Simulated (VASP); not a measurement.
A run of VASP 6.6.1 is set up as follows.

File INCAR:

```
SYSTEM = Zr2O
  PREC = Accurate
  ENCUT = 520
  EDIFF = 1E-7
  ISMEAR = 0
  SIGMA = 0.15
  LREAL = .False.
  LASPH = .True.
  NELM = 60
  ALGO = Normal
  ISIF = 2
  LWAVE = .False.
  LCHARG = .False.
  GGA = PS
  NBANDS = 39
```

The input KPOINTS:

```
regular mesh
0
Gamma
  10 10 10
  0 0 0
```

Contents of POSCAR:

```
Zr2O
1.0
    4.6562795393      0.0000000000      0.0000000000
    0.0000000000      4.6562795393      0.0000000000
    0.0000000000      0.0000000000      4.6562795393
Zr O
4 2
Direct
    0.2500000000      0.2500000000      0.7500000000
    0.7500000000      0.2500000000      0.2500000000
    0.2500000000      0.7500000000      0.2500000000
    0.7500000000      0.7500000000      0.7500000000
    0.0000000000      0.0000000000      0.0000000000
    0.5000000000      0.5000000000      0.5000000000
```

Potentials or basis: VASP PAW PBE potentials, release 64 (Zr_sv, O).

Launch:

```console
$ cat potpaw_PBE.64/Zr_sv/POTCAR potpaw_PBE.64/O/POTCAR > POTCAR
$ mpirun -np 1 vasp_std > vasp.out
```

Problem. Estimate the pressure.

Solution. 16.0 GPa.

Problem. Predict the band gap on the k mesh.

Solution. Zero (band 30 reaches 9.94 eV, above the bottom of band 31 at 9.11 eV).

Caveat: the cell differs from its parent crystal (strain -0.030 along x and y, -0.030 along z); the PAW data sets were made with another functional, which shifts forces and pressure a little.
